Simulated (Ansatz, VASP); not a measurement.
Given: the input of a run of VASP 6.6.1 on NiO.

File INCAR:

```
SYSTEM = NiO
PREC     = Accurate       ! precision mode
ENCUT    = 520            ! plane-wave cutoff, eV
EDIFF    = 1E-6           ! SCF threshold, eV
ISMEAR   = -1             ! smearing method
SIGMA    = 0.05           ! smearing width, eV
LREAL    = .False.        ! projectors in reciprocal space
LASPH    = .True.         ! aspherical terms in the spheres
NELM     = 150            ! most SCF steps
ALGO     = Normal         ! electronic algorithm
ISIF     = 2              ! what is computed and relaxed
LWAVE    = .False.        ! write WAVECAR
LCHARG   = .False.        ! write CHGCAR
ISPIN    = 2              ! spin polarisation
MAGMOM   = 1.5 0          ! initial moments
LORBIT   = 11             ! projections on sites
NUPDOWN  = 1.5            ! fixed moment
LMAXMIX  = 4              ! l up to which the mixer works
GGA      = PE             ! functional
NBANDS   = 19             ! bands
```

File KPOINTS:

```
Automatic mesh
0
Gamma
  9 9 9
  0 0 0
```

The input POSCAR:

```
NiO
1.0
    2.5046153800      0.0000000000      0.0000000000
    0.0000000000      2.5046153800      0.0000000000
    0.0000000000      0.0000000000      2.5046153800
Ni O
1 1
Direct
    0.0000000000      0.0000000000      0.0000000000
    0.5000000000      0.5000000000      0.5000000000
```

Potentials or basis: VASP PAW PBE potentials, release 64 (Ni, O).

Command:

```console
$ cat potpaw_PBE.64/Ni/POTCAR potpaw_PBE.64/O/POTCAR > POTCAR
$ mpirun -np 1 vasp_std > vasp.out
```

Problem. Translate it to Ansatz 0.2.0. Potentials there: Ansatz PAW.

Solution. As run (the cutoff follows the program's own potentials):

The input input.yaml:

```yaml
crystal:
  lattice:
    - [2.50461538, 0.0, 0.0]
    - [0.0, 2.50461538, 0.0]
    - [0.0, 0.0, 2.50461538]
  atoms:
    - { symbol: Ni, position: [0.0, 0.0, 0.0], spin: 1.5 }
    - { symbol: O, position: [0.5, 0.5, 0.5] }
hamiltonian:
  xc: pbe
  pseudopotentials: { kind: paw }
magnetization:
  spin_polarized: true
  initial_magnetization: 1.5
  spin_locking: { lock_magnetization: hard }
kpoints:
  mp_grid: { grid: [9, 9, 9] }
scf:
  occupations: { method: fermi_dirac, width: 0.05 }
  lower_state_search: "off"
output:
  forces: true
  stress: true
  eigenvalues: true
```

Potentials or basis: Ansatz PAW.

Launch:

```bash
$ ansatz run input.yaml --threads 2 --pin off --max-ram 5632MiB --backend cpu --events-out ev --progress --plain --runs-dir out
```

Both were run:

|  | VASP | Ansatz | Ansatz less VASP |
| --- | --- | --- | --- |
| net moment per atom (μB) | 0.75 | 0.75 | 0.000 |
| size of the moment on the site where the two differ most (μB) | 1.10 | 1.13 | +0.027 |

Site moments also hang on the region over which each program counts them. VASP's potentials hold 16 valence electrons a cell and Ansatz's 24, so a difference there can come from the potentials and not from the codes.
